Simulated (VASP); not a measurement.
# OsRhC4N4 (P-43m) in VASP: relaxation of cell and atoms with PBE

Aim: the relaxation of cell and atoms of OsRhC4N4 with PBE.

All numbers are computed with VASP 6.6.1; they aren't measurements. Logs are shortened: lines on timing, memory, paths and dates and some standing lists are left out, and cuts for length are marked.

## Step 1: The cell of the first run

It takes space group P-43m (No. 215, cubic). The conventional cell has a = 5.790 Å, b = 5.790 Å, c = 5.790 Å, α = 90.00°, β = 90.00°, γ = 90.00°. Os (site symmetry -43m) has 4 N at 1.88 Å within 2.5 Å. Within 2.6 Å of Rh (site symmetry -43m) lie 4 C at 1.92 Å. C (site symmetry 3m) has 1 N at 1.21 Å within 1.6 Å. Within 1.6 Å of N (site symmetry 3m) lie 1 C at 1.21 Å.

## Step 2: Relaxation of cell and atoms, PBE

The input, INCAR:

```
SYSTEM = OsRhC4N4
PREC = Accurate
ENCUT = 600
EDIFF = 1E-7
ISMEAR = 0
SIGMA = 0.1
LREAL = .FALSE.
LASPH = .TRUE.
NELM = 60
ALGO = Normal
ISIF = 3
LWAVE = .FALSE.
LCHARG = .FALSE.
GGA = PE
IBRION = 2
NSW = 100
EDIFFG = -0.01
```

The input, KPOINTS:

```
Automatic mesh
0
G
  8 8 8
  0 0 0
```

The input, POSCAR:

```
OsRhC4N4
1.0
    5.7898439964      0.0000000000      0.0000000000
    0.0000000000      5.7898439964      0.0000000000
    0.0000000000      0.0000000000      5.7898439964
Os Rh C N
1 1 4 4
Direct
    0.5000000000      0.5000000000      0.5000000000
    0.0000000000      0.0000000000      0.0000000000
    0.1918463545      0.1918463545      0.1918463545
    0.1918463545      0.8081536455      0.8081536455
    0.8081536455      0.1918463545      0.8081536455
    0.8081536455      0.8081536455      0.1918463545
    0.3122001055      0.3122001055      0.3122001055
    0.3122001055      0.6877998945      0.6877998945
    0.6877998945      0.3122001055      0.6877998945
    0.6877998945      0.6877998945      0.3122001055
```

Potentials or basis: VASP PAW PBE potentials, release 64 (Os, Rh_pv, C, N).

The run is started by

```
cat potpaw_PBE.64/Os/POTCAR potpaw_PBE.64/Rh_pv/POTCAR potpaw_PBE.64/C/POTCAR potpaw_PBE.64/N/POTCAR > POTCAR
mpirun -np 1 vasp_std > vasp.out
```

OUTCAR:

```text
SYSTEM = OsRhC4N4
   PREC = Accurate
   ENCUT = 600
   EDIFF = 1E-7
   ISMEAR = 0
   LREAL = .FALSE.
   LASPH = .TRUE.
   NELM = 60
   ISIF = 3
   GGA = PE
   IBRION = 2
   NSW = 100
   EDIFFG = -0.01

 ion  position               nearest neighbor table
   1  0.500  0.500  0.500-   7 1.88   8 1.88   9 1.88  10 1.88
   2  0.000  0.000  0.000-   3 1.92   4 1.92   5 1.92   6 1.92
   3  0.192  0.192  0.192-   7 1.21   2 1.92
   4  0.192  0.808  0.808-   8 1.21   2 1.92
   5  0.808  0.192  0.808-   9 1.21   2 1.92
   6  0.808  0.808  0.192-  10 1.21   2 1.92
   7  0.312  0.312  0.312-   3 1.21   1 1.88
   8  0.312  0.688  0.688-   4 1.21   1 1.88
   9  0.688  0.312  0.688-   5 1.21   1 1.88
  10  0.688  0.688  0.312-   6 1.21   1 1.88

  LATTYP: Found a simple cubic cell.
 ALAT       =     5.7898439964

  Lattice vectors:

 A1 = (   5.7898439964,   0.0000000000,   0.0000000000)
 A2 = (   0.0000000000,   5.7898439964,   0.0000000000)
 A3 = (   0.0000000000,   0.0000000000,   5.7898439964)

Analysis of symmetry for initial positions (statically):
=====================================================================
 Subroutine PRICEL returns:
 Original cell was already a primitive cell.

 Routine SETGRP: Setting up the symmetry group for a
 simple cubic supercell.

 Subroutine GETGRP returns: Found 24 space group operations
 (whereof 24 operations were pure point group operations)
 out of a pool of 48 trial point group operations.

The static configuration has the point symmetry T_d .

Analysis of symmetry for dynamics (positions and initial velocities):
=====================================================================
 Subroutine PRICEL returns:
 Original cell was already a primitive cell.

 Routine SETGRP: Setting up the symmetry group for a
 simple cubic supercell.

 Subroutine GETGRP returns: Found 24 space group operations
 (whereof 24 operations were pure point group operations)
 out of a pool of 48 trial point group operations.

The dynamic configuration has the point symmetry T_d .

 Subroutine INISYM returns: Found 24 space group operations
 (whereof 24 operations are pure point group operations),
 and found     1 'primitive' translations

----------------------------------------------------------------------------------------

                                     Primitive cell

  volume of cell :     194.0888

  direct lattice vectors                    reciprocal lattice vectors
     5.789843996  0.000000000  0.000000000     0.172716225  0.000000000  0.000000000
     0.000000000  5.789843996  0.000000000     0.000000000  0.172716225  0.000000000
     0.000000000  0.000000000  5.789843996     0.000000000  0.000000000  0.172716225

  length of vectors
     5.789843996  5.789843996  5.789843996     0.172716225  0.172716225  0.172716225

  position of ions in fractional coordinates (direct lattice)
     0.500000000  0.500000000  0.500000000
     0.000000000  0.000000000  0.000000000
     0.191846355  0.191846355  0.191846355
     0.191846355  0.808153645  0.808153645
     0.808153645  0.191846355  0.808153645
     0.808153645  0.808153645  0.191846355
     0.312200105  0.312200105  0.312200105
     0.312200105  0.687799895  0.687799895
     0.687799895  0.312200105  0.687799895
     0.687799895  0.687799895  0.312200105

  ion indices of the primitive-cell ions
   primitive index   ion index
                 1           1
                 2           2
                 3           3
                 4           4
                 5           5
                 6           6
                 7           7
                 8           8
                 9           9
                10          10

----------------------------------------------------------------------------------------

 KPOINTS: Automatic mesh

Automatic generation of k-mesh.
 Grid dimensions read from file:
 generate k-points for:    8    8    8

 Generating k-lattice:

  Cartesian coordinates                     Fractional coordinates (reciprocal lattice)
     0.021589528  0.000000000  0.000000000     0.125000000  0.000000000  0.000000000
     0.000000000  0.021589528  0.000000000     0.000000000  0.125000000  0.000000000
     0.000000000  0.000000000  0.021589528     0.000000000  0.000000000  0.125000000

  Length of vectors
     0.021589528  0.021589528  0.021589528

  Shift w.r.t. Gamma in fractional coordinates (k-lattice)
     0.000000000  0.000000000  0.000000000

 Subroutine IBZKPT returns following result:
 ===========================================

 Found     35 irreducible k-points:

 Following reciprocal coordinates:
            Coordinates               Weight
  0.000000  0.000000  0.000000      1.000000
  0.125000  0.000000  0.000000      6.000000
  0.250000  0.000000  0.000000      6.000000
  0.375000  0.000000  0.000000      6.000000
  0.500000  0.000000  0.000000      3.000000
  0.125000  0.125000  0.000000     12.000000
[... 16 lines left out ...]
  0.375000  0.375000  0.125000     24.000000
  0.500000  0.375000  0.125000     24.000000
 [... further k-points ...]
   k-points           NKPTS =     35   k-points in BZ     NKDIM =     35   number of bands    NBANDS=     35
   number of dos      NEDOS =    301   number of ions     NIONS =     10
   total plane-waves  NPLWV = 110592
   dimension x,y,z NGX =    48 NGY =   48 NGZ =   48
   dimension x,y,z NGXF=    96 NGYF=   96 NGZF=   96
   ions per type =               1   1   4   4
   NGX,Y,Z   is equivalent  to a cutoff of  13.78, 13.78, 13.78 a.u.
   NGXF,Y,Z  is equivalent  to a cutoff of  27.56, 27.56, 27.56 a.u.
 SYSTEM =  OsRhC4N4
   PREC   = accura    normal or accurate (medium, high low for compatibility)
   ISTART =      0    job   : 0-new  1-cont  2-samecut
   ICHARG =      2    charge: 1-file 2-atom 10-const
   ISPIN  =      1    spin polarized calculation?
   LNONCOLLINEAR =      F non collinear calculations
   LSORBIT =      F    spin-orbit coupling
   LASPH  =      T    aspherical Exc in radial PAW
   ENCUT  =  600.0 eV  44.10 Ry    6.64 a.u.  11.56 11.56 11.56*2*pi/ulx,y,z
   NELM   =     60;   NELMIN=  2; NELMDL= -5     # of ELM steps
   EDIFF  = 0.1E-06   stopping-criterion for ELM
   LREAL  =      F    real-space projection
   EDIFFG = -.1E-01   stopping-criterion for IOM
   NSW    =    100    number of steps for IOM
   IBRION =      2    ionic relax: 0-MD 1-quasi-New 2-CG
   NFREE  =      1    steps in history (QN), initial steepest desc. (CG)
   ISIF   =      3    stress and relaxation
   ISYM   =      2    0-nonsym 1-usesym 2-fastsym
   POTIM  = 0.5000    time-step for ionic-motion
   TEBEG  =    0.0;   TEEND  =   0.0 temperature during run
   PSTRESS=    0.0 pullay stress
   NELECT =      59.0000    total number of electrons
   NUPDOWN=      -1.0000    fix difference up-down
   EMIN   =  10.00;   EMAX   =-10.00  energy-range for DOS
   EFERMI =   0.00;   METHOD = LEGACY
   ISMEAR =     0;   SIGMA  =   0.10  broadening in eV -4-tet -1-fermi 0-gaus
   EFERMI_NEDOS =   21; number of points for ismear=-14 and -15
   IALGO  =     38    algorithm
   IMIX   =      4    mixing-type and parameters
     AMIX     =   0.40;   BMIX     =  1.00
     AMIX_MAG =   1.60;   BMIX_MAG =  1.00
  volume/ion in A,a.u.               =      19.41       130.98
  Fermi-wavevector in a.u.,A,eV,Ry     =   1.100758  2.080132 16.485756  1.211669
  Thomas-Fermi vector in A             =   2.237175
   LORBIT       =      0    0 simple, 1 ext, 2 COOP (PROOUT), +10 PAW based schemes
   GGA     = PE    functional components
   LHFCALC =     F    Hartree Fock is set to
   AEXX    =    0.0000 exact exchange contribution
   IVDW    =     0    specifies the selected vdW correction
   LEPSILON=     F    determine dielectric tensor
   LRPA    =     F    only Hartree local field effects (RPA)
 conjugate gradient relaxation of ions
 non-spin polarized calculation
 Gauss-broadening in eV      SIGMA  =   0.10
  energy-cutoff  :      600.00
  volume of cell :      194.09
 maximum number of plane-waves:      6503
 NGX is ok and might be reduce to    48
   NGX = 23   NGY = 23   NGZ = 23

--------------------------------------- Ionic step        1  -------------------------------------------

 number of electron      58.9999995 magnetization

 Free energy of the ion-electron system (eV)
  ---------------------------------------------------
  ext. energy  EPLUGINS =         0.00000000
  ---------------------------------------------------
  free energy    TOTEN  =       -81.17449865 eV

  energy without entropy =      -81.14627843  energy(sigma->0) =      -81.16038854

------------------------ aborting loop because EDIFF is reached ----------------------------------------

  FORCE on cell =-STRESS in cart. coord.  units (eV):
  Direction    XX          YY          ZZ          XY          YZ          ZX
  --------------------------------------------------------------------------------------
  -------------------------------------------------------------------------------------
  Total        0.1346593      0.1346593      0.1346593      0.0000000      0.0000000     -0.0000000
  in kB        1.1115940      1.1115940      1.1115940      0.0000000      0.0000000     -0.0000000
  external PRESSURE =       1.1115940 kB  Pullay stress =       0.0000000 kB
[... 249 lines left out ...]
  energy  without entropy=      -81.1496886998  energy(sigma->0) =      -81.16370125

--------------------------------------- Ionic step        7  -------------------------------------------

 number of electron      58.9999995 magnetization

 Free energy of the ion-electron system (eV)
  ---------------------------------------------------
  ext. energy  EPLUGINS =         0.00000000
  ---------------------------------------------------
  free energy    TOTEN  =       -81.17777070 eV

  energy without entropy =      -81.14966976  energy(sigma->0) =      -81.16372023

 E-fermi :   0.3906     XC(G=0):  -7.7834

 val. band max:        0.3699595867   @ k =   0.3750   0.3750   0.1250
 cond. band min:       0.3936564275   @ k =   0.2500   0.2500   0.0000
 fundamental gap:      0.0236968408
 Fermi energy:         0.3906285895

 k-point     1 :       0.0000    0.0000    0.0000
  band No.  band energies     occupation
      1     -46.9146      2.00000
      2     -46.9146      2.00000
      3     -46.9146      2.00000
      4     -18.1738      2.00000
      5     -17.9688      2.00000
      6     -17.9688      2.00000
[... 901 lines left out ...]
     34       4.5328      0.00000
     35       4.5422      0.00000

 [... further k-points ...]

------------------------ aborting loop because EDIFF is reached ----------------------------------------

  FORCE on cell =-STRESS in cart. coord.  units (eV):
  Direction    XX          YY          ZZ          XY          YZ          ZX
  --------------------------------------------------------------------------------------
  -------------------------------------------------------------------------------------
  Total        0.0054260      0.0054260      0.0054260      0.0000000     -0.0000000      0.0000000
  in kB        0.0447984      0.0447984      0.0447984      0.0000000     -0.0000000      0.0000000
  external PRESSURE =       0.0447984 kB  Pullay stress =       0.0000000 kB
[... 25 lines left out ...]
  FREE ENERGIE OF THE ION-ELECTRON SYSTEM (eV)
  ---------------------------------------------------
  free  energy   TOTEN  =       -81.1777707012 eV

  energy  without entropy=      -81.1496697565  energy(sigma->0) =      -81.16372023

 reached required accuracy - stopping structural energy minimisation
```

Run time: 46 min. Hardware: 1 thread of Intel Xeon 8259CL, shared host; peak memory 0.56 GiB.

What came out:

```
Free energy                           : -81.1778 eV
Relaxed volume                        : 19.41 Å³/atom
Relaxed cell                          : a = 5.790 Å, b = 5.790 Å, c = 5.790 Å, α = 90.00°, β = 90.00°, γ = 90.00°
Space group after relaxing (to 0.1 Å) : P-43m (No. 215)
Energy gained by relaxing             : 0.3 meV/atom
Ionic steps                           : 7
Pressure after relaxing               : 0.0 GPa
Band gap on the k mesh                : zero (an odd number of electrons rules out a gap without spin polarisation)
```

The path:
| step | energy change (eV) | largest force (eV/Å) | pressure (GPa) | volume (Å³) |
| --- | --- | --- | --- | --- |
| 1 | 0.0000 | 0.1404 | 0.11 | 194.09 |
| 2 | -0.0029 | 0.0405 | -0.22 | 194.47 |
| 3 | -0.0031 | 0.0230 | -0.16 | 194.40 |
| 4 | -0.0025 | 0.1859 | 0.25 | 193.90 |
| 5 | -0.0032 | 0.0382 | -0.06 | 194.27 |
| 6 | -0.0032 | 0.0298 | 0.05 | 193.89 |
| 7 | -0.0033 | 0.0003 | 0.00 | 194.06 |

Final structure:
```
CELL_PARAMETERS angstrom
5.78951 0.00000 0.00000
0.00000 5.78951 0.00000
0.00000 0.00000 5.78951
ATOMIC_POSITIONS crystal
Os 0.50000 0.50000 0.50000
Rh 0.00000 0.00000 0.00000
C 0.19124 0.19124 0.19124
C 0.19124 0.80876 0.80876
C 0.80876 0.19124 0.80876
C 0.80876 0.80876 0.19124
N 0.31161 0.31161 0.31161
N 0.31161 0.68839 0.68839
N 0.68839 0.31161 0.68839
N 0.68839 0.68839 0.31161
```

Levels at points of the mesh, in eV from the Fermi level:
| k point | band 25 | band 26 | band 27 | band 28 | band 29 | band 30 | band 31 | band 32 | band 33 | band 34 |
| --- | --- | --- | --- | --- | --- | --- | --- | --- | --- | --- |
| (0.00, 0.00, 0.00) | -3.45 | -0.88 | -0.88 | -0.88 | -0.62 | -0.62 | 0.66 | 0.66 | 0.66 | 4.06 |
| (0.50, 0.00, 0.00) | -2.35 | -2.17 | -1.30 | -0.98 | -0.98 | 0.39 | 0.71 | 1.00 | 1.00 | 4.24 |
| (0.50, 0.50, 0.00) | -2.35 | -1.98 | -1.24 | -0.81 | -0.81 | 0.40 | 0.68 | 0.83 | 0.83 | 4.22 |
| (0.50, 0.50, 0.50) | -3.43 | -0.62 | -0.62 | -0.62 | -0.48 | -0.48 | 0.61 | 0.61 | 0.61 | 3.97 |

Caveat: spin-orbit coupling is left out, which moves the levels of the heavy elements.
